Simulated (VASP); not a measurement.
# Rb (Im-3m) in VASP: a series of runs

Runs on Rb. Level: PBE. Tasks: single point.

All numbers are computed with VASP 6.6.1; they aren't measurements. Logs are shortened: lines on timing, memory, paths and dates and some standing lists are left out, and cuts for length are marked.

### 1 The cell of the first run

It takes space group Im-3m (No. 229, cubic). Conventional cell: a = 5.693 Å, b = 5.693 Å, c = 5.693 Å, α = 90.00°, β = 90.00°, γ = 90.00°.

### 2 Single point, PBE

INCAR reads:

```
PREC = Accurate ; ENCUT = 520
EDIFF = 1E-6 ; ISMEAR = 0
SIGMA = 0.1 ; LREAL = F
LASPH = T ; NELM = 100
ALGO = Normal ; ISIF = 2
LWAVE = F ; LCHARG = T
GGA = PE ; LELF = T
LVHAR = T ; NBANDS = 10
```

KPOINTS reads:

```
regular mesh
0
Gamma
  10 10 10
```

POSCAR reads:

```
Rb
1.0
   -2.8463511385      2.8463511385      2.8463511385
    2.8463511385     -2.8463511385      2.8463511385
    2.8463511385      2.8463511385     -2.8463511385
Rb
1
Direct
    0.0000000000      0.0000000000      0.0000000000
```

Potentials or basis: VASP PAW PBE potentials, release 64 (Rb_sv).

Run with:

```bash
cat potpaw_PBE.64/Rb_sv/POTCAR > POTCAR
mpirun -np 1 vasp_std > vasp.out
```

OUTCAR:

```text
PREC = Accurate
   ENCUT = 520
   EDIFF = 1E-6
   ISMEAR = 0
   LREAL = F
   LASPH = T
   NELM = 100
   ISIF = 2
   GGA = PE

 ion  position               nearest neighbor table
   1  0.000  0.000  0.000-

  LATTYP: Found a body centered cubic cell.
 ALAT       =     5.6927022770

  Lattice vectors:

 A1 = (  -2.8463511385,   2.8463511385,   2.8463511385)
 A2 = (   2.8463511385,  -2.8463511385,   2.8463511385)
 A3 = (   2.8463511385,   2.8463511385,  -2.8463511385)

Analysis of symmetry for initial positions (statically):
=====================================================================
 Subroutine PRICEL returns:
 Original cell was already a primitive cell.

 Routine SETGRP: Setting up the symmetry group for a
 body centered cubic supercell.

 Subroutine GETGRP returns: Found 48 space group operations
 (whereof 48 operations were pure point group operations)
 out of a pool of 48 trial point group operations.

The static configuration has the point symmetry O_h .

Analysis of symmetry for dynamics (positions and initial velocities):
=====================================================================
 Subroutine PRICEL returns:
 Original cell was already a primitive cell.

 Routine SETGRP: Setting up the symmetry group for a
 body centered cubic supercell.

 Subroutine GETGRP returns: Found 48 space group operations
 (whereof 48 operations were pure point group operations)
 out of a pool of 48 trial point group operations.

The dynamic configuration has the point symmetry O_h .

 Subroutine INISYM returns: Found 48 space group operations
 (whereof 48 operations are pure point group operations),
 and found     1 'primitive' translations

----------------------------------------------------------------------------------------

                                     Primitive cell

  volume of cell :      92.2413

  direct lattice vectors                    reciprocal lattice vectors
    -2.846351139  2.846351139  2.846351139     0.000000000  0.175663499  0.175663499
     2.846351139 -2.846351139  2.846351139     0.175663499  0.000000000  0.175663499
     2.846351139  2.846351139 -2.846351139     0.175663499  0.175663499  0.000000000

  length of vectors
     4.930024788  4.930024788  4.930024788     0.248425703  0.248425703  0.248425703

  position of ions in fractional coordinates (direct lattice)
     0.000000000  0.000000000  0.000000000

  ion indices of the primitive-cell ions
   primitive index   ion index
                 1           1

----------------------------------------------------------------------------------------

 KPOINTS: regular mesh

Automatic generation of k-mesh.
 Grid dimensions read from file:
 generate k-points for:   10   10   10

 Generating k-lattice:

  Cartesian coordinates                     Fractional coordinates (reciprocal lattice)
     0.000000000  0.017566350  0.017566350     0.100000000  0.000000000  0.000000000
     0.017566350  0.000000000  0.017566350     0.000000000  0.100000000  0.000000000
     0.017566350  0.017566350  0.000000000     0.000000000  0.000000000  0.100000000

  Length of vectors
     0.024842570  0.024842570  0.024842570

  Shift w.r.t. Gamma in fractional coordinates (k-lattice)
     0.000000000  0.000000000  0.000000000

 Subroutine IBZKPT returns following result:
 ===========================================

 Found     47 irreducible k-points:

 Following reciprocal coordinates:
            Coordinates               Weight
  0.000000  0.000000  0.000000      1.000000
  0.100000  0.000000  0.000000     12.000000
  0.200000  0.000000  0.000000     12.000000
  0.300000  0.000000  0.000000     12.000000
  0.400000  0.000000  0.000000     12.000000
  0.500000  0.000000  0.000000      6.000000
[... 16 lines left out ...]
  0.300000  0.300000  0.100000      8.000000
 -0.300000  0.300000  0.100000     24.000000
 [... further k-points ...]
   k-points           NKPTS =     47   k-points in BZ     NKDIM =     47   number of bands    NBANDS=     10
   number of dos      NEDOS =    301   number of ions     NIONS =      1
   total plane-waves  NPLWV =  64000
   dimension x,y,z NGX =    40 NGY =   40 NGZ =   40
   dimension x,y,z NGXF=    80 NGYF=   80 NGZF=   80
   ions per type =               1
   NGX,Y,Z   is equivalent  to a cutoff of  13.49, 13.49, 13.49 a.u.
   NGXF,Y,Z  is equivalent  to a cutoff of  26.98, 26.98, 26.98 a.u.
 SYSTEM =  unknown system
   PREC   = accura    normal or accurate (medium, high low for compatibility)
   ISTART =      0    job   : 0-new  1-cont  2-samecut
   ICHARG =      2    charge: 1-file 2-atom 10-const
   ISPIN  =      1    spin polarized calculation?
   LNONCOLLINEAR =      F non collinear calculations
   LSORBIT =      F    spin-orbit coupling
   LASPH  =      T    aspherical Exc in radial PAW
   ENCUT  =  520.0 eV  38.22 Ry    6.18 a.u.   9.17  9.17  9.17*2*pi/ulx,y,z
   NELM   =    100;   NELMIN=  2; NELMDL= -5     # of ELM steps
   EDIFF  = 0.1E-05   stopping-criterion for ELM
   LREAL  =      F    real-space projection
   EDIFFG = 0.1E-04   stopping-criterion for IOM
   NSW    =      0    number of steps for IOM
   IBRION =     -1    ionic relax: 0-MD 1-quasi-New 2-CG
   NFREE  =      0    steps in history (QN), initial steepest desc. (CG)
   ISIF   =      2    stress and relaxation
   ISYM   =      2    0-nonsym 1-usesym 2-fastsym
   POTIM  = 0.5000    time-step for ionic-motion
   TEBEG  =    0.0;   TEEND  =   0.0 temperature during run
   PSTRESS=    0.0 pullay stress
   NELECT =       9.0000    total number of electrons
   NUPDOWN=      -1.0000    fix difference up-down
   EMIN   =  10.00;   EMAX   =-10.00  energy-range for DOS
   EFERMI =   0.00;   METHOD = LEGACY
   ISMEAR =     0;   SIGMA  =   0.10  broadening in eV -4-tet -1-fermi 0-gaus
   EFERMI_NEDOS =   21; number of points for ismear=-14 and -15
   IALGO  =     38    algorithm
   IMIX   =      4    mixing-type and parameters
     AMIX     =   0.40;   BMIX     =  1.00
     AMIX_MAG =   1.60;   BMIX_MAG =  1.00
  volume/ion in A,a.u.               =      92.24       622.48
  Fermi-wavevector in a.u.,A,eV,Ry     =   0.753669  1.424227  7.728336  0.568017
  Thomas-Fermi vector in A             =   1.851161
   LORBIT       =      0    0 simple, 1 ext, 2 COOP (PROOUT), +10 PAW based schemes
   GGA     = PE    functional components
   LHFCALC =     F    Hartree Fock is set to
   AEXX    =    0.0000 exact exchange contribution
   IVDW    =     0    specifies the selected vdW correction
   LEPSILON=     F    determine dielectric tensor
   LRPA    =     F    only Hartree local field effects (RPA)
 non-spin polarized calculation
 Gauss-broadening in eV      SIGMA  =   0.10
  energy-cutoff  :      520.00
  volume of cell :       92.24
 maximum number of plane-waves:      2502
 NGX is ok and might be reduce to    40
   NGX = 19   NGY = 19   NGZ = 19

 number of electron       9.0000000 magnetization

 Free energy of the ion-electron system (eV)
  ---------------------------------------------------
  ext. energy  EPLUGINS =         0.00000000
  ---------------------------------------------------
  free energy    TOTEN  =        -0.93580431 eV

  energy without entropy =       -0.92959771  energy(sigma->0) =       -0.93270101

 E-fermi :  -0.0159     XC(G=0):  -5.4341

 val. band max:       -0.0188214436   @ k =  -0.3000   0.4000   0.2000
 cond. band min:       0.0632796423   @ k =  -0.4000   0.4000   0.2000
 fundamental gap:      0.0821010859
 Fermi energy:        -0.0158779538

 k-point     1 :       0.0000    0.0000    0.0000
  band No.  band energies     occupation
      1     -28.9285      2.00000
      2     -12.9720      2.00000
      3     -12.9720      2.00000
      4     -12.9720      2.00000
      5      -1.9724      2.00000
      6       3.6478      0.00000
      7       3.6478      0.00000
      8       3.6478      0.00000
      9       4.5717      0.00000
     10       4.5717      0.00000

 k-point     2 :       0.1000    0.0000    0.0000
  band No.  band energies     occupation
      1     -28.9281      2.00000
      2     -12.9809      2.00000
      3     -12.9749      2.00000
      4     -12.9720      2.00000
      5      -1.8559      2.00000
      6       3.4566      0.00000
      7       3.4870      0.00000
      8       3.7546      0.00000
      9       4.3566      0.00000
     10       4.5280      0.00000

 k-point     3 :       0.2000    0.0000    0.0000
  band No.  band energies     occupation
      1     -28.9271      2.00000
      2     -13.0040      2.00000
      3     -12.9826      2.00000
      4     -12.9719      2.00000
      5      -1.5165      2.00000
      6       2.8179      0.00000
      7       3.1554      0.00000
      8       4.0699      0.00000
      9       4.3385      0.00000
     10       4.4787      0.00000

 k-point     4 :       0.3000    0.0000    0.0000
  band No.  band energies     occupation
      1     -28.9259      2.00000
      2     -13.0321      2.00000
      3     -12.9920      2.00000
      4     -12.9719      2.00000
      5      -0.9856      2.00000
      6       2.0583      0.00000
      7       2.8432      0.00000
      8       4.4276      0.00000
      9       4.5355      0.00000
     10       4.5778      0.00000
[... 222 lines left out ...]
 k-point    22 :      -0.2000    0.2000    0.1000
  band No.  band energies     occupation
      1     -28.9268      2.00000
      2     -13.0039      2.00000
      3     -12.9857      2.00000
      4     -12.9792      2.00000
      5      -1.4053      2.00000
      6       2.8497      0.00000
      7       3.1575      0.00000
      8       3.6617      0.00000
      9       4.0732      0.00000
     10       4.9614      0.00000

 k-point    23 :       0.3000    0.3000    0.1000
  band No.  band energies     occupation
      1     -28.9243      2.00000
      2     -13.0290      2.00000
      3     -13.0290      2.00000
      4     -12.9908      2.00000
      5       1.1156      0.00000
      6       1.1156      0.00000
      7       1.2634      0.00000
      8       3.2145      0.00000
      9       5.1098      0.00000
     10       5.1098      0.00000

 k-point    24 :      -0.3000    0.3000    0.1000
  band No.  band energies     occupation
      1     -28.9256      2.00000
      2     -13.0308      2.00000
      3     -12.9952      2.00000
      4     -12.9788      2.00000
      5      -0.8801      2.00000
      6       2.0928      0.00000
      7       2.8796      0.00000
      8       3.7210      0.00000
      9       4.5705      0.00000
     10       4.9885      0.00000

 [... further k-points ...]
[... 5 lines left out ...]
  --------------------------------------------------------------------------------------
  -------------------------------------------------------------------------------------
  Total       -0.0158759     -0.0158759     -0.0158759     -0.0000000      0.0000000     -0.0000000
  in kB       -0.2757545     -0.2757545     -0.2757545     -0.0000000      0.0000000     -0.0000000
  external PRESSURE =      -0.2757545 kB  Pullay stress =       0.0000000 kB

 VOLUME and BASIS-vectors are now :
 -----------------------------------------------------------------------------
  energy-cutoff  :      520.00
  volume of cell :       92.24
      direct lattice vectors                 reciprocal lattice vectors
    -2.846351139  2.846351139  2.846351139     0.000000000  0.175663499  0.175663499
     2.846351139 -2.846351139  2.846351139     0.175663499  0.000000000  0.175663499
     2.846351139  2.846351139 -2.846351139     0.175663499  0.175663499  0.000000000

 POSITION                                       TOTAL-FORCE (eV/Angst)
 -----------------------------------------------------------------------------------
      0.00000      0.00000      0.00000        -0.000000      0.000000      0.000000
 -----------------------------------------------------------------------------------
    total drift:                                0.000000      0.000000     -0.000000

  FREE ENERGIE OF THE ION-ELECTRON SYSTEM (eV)
  ---------------------------------------------------
  free  energy   TOTEN  =        -0.9358043088 eV

  energy  without entropy=       -0.9295977061  energy(sigma->0) =       -0.93270101
```

It took 75 s on 1 thread of Intel Xeon Platinum 8259CL at 2.50GHz (Skylake/Cascade Lake), shared host; peak memory 0.23 GiB.

What came out:

```yaml
Free_energy: -0.9358 eV
Pressure: 0.0 GPa
Band_gap_on_the_k_mesh: zero (an odd number of electrons rules out a gap without spin polarisation)
```

### 3 Single point, PBE (95.01 Å³/atom)

This run uses another cell than the first one, of 95.01 Å³/atom.

INCAR reads:

```
SYSTEM = Rb
  PREC = Accurate
  ENCUT = 520
  EDIFF = 1E-6
  ISMEAR = 0
  SIGMA = 0.1
  LREAL = .False.
  LASPH = .True.
  NELM = 60
  ALGO = Normal
  ISIF = 2
  LWAVE = .False.
  LCHARG = .False.
  GGA = PE
  NBANDS = 10
```

KPOINTS reads:

```
Automatic mesh
0
Gamma
  10 10 10
  0 0 0
```

POSCAR reads:

```
Rb
1.0
   -2.8745346659      2.8745346659      2.8745346659
    2.8745346659     -2.8745346659      2.8745346659
    2.8745346659      2.8745346659     -2.8745346659
Rb
1
Direct
    0.0000000000      0.0000000000      0.0000000000
```

Potentials or basis: VASP PAW PBE potentials, release 64 (Rb_sv).

Run with:

```bash
cat potpaw_PBE.64/Rb_sv/POTCAR > POTCAR
mpirun -np 1 vasp_std > vasp.out
```

Run time: 67 s. Hardware: 1 thread of Intel Xeon Platinum 8259CL at 2.50GHz (Skylake/Cascade Lake), shared host; peak memory 0.24 GiB.

The run converged. Its results:

- Free energy: -0.9347 eV
- Pressure: -0.1 GPa
- Band gap on the k mesh: zero (an odd number of electrons rules out a gap without spin polarisation)

Levels at points of the mesh, in eV from the Fermi level:
| k point | band 1 | band 2 | band 3 | band 4 | band 5 | band 6 | band 7 | band 8 | band 9 | band 10 |
| --- | --- | --- | --- | --- | --- | --- | --- | --- | --- | --- |
| (0.00, 0.00, 0.00) | -28.93 | -12.97 | -12.97 | -12.97 | -1.92 | 3.64 | 3.64 | 3.64 | 4.54 | 4.54 |
| (0.50, 0.00, 0.00) | -28.92 | -13.06 | -13.00 | -12.97 | 0.25 | 0.75 | 2.57 | 4.16 | 5.04 | 5.14 |
| (0.50, 0.50, 0.50) | -28.92 | -13.03 | -13.03 | -13.03 | 1.28 | 1.28 | 3.14 | 3.14 | 3.14 | 4.56 |
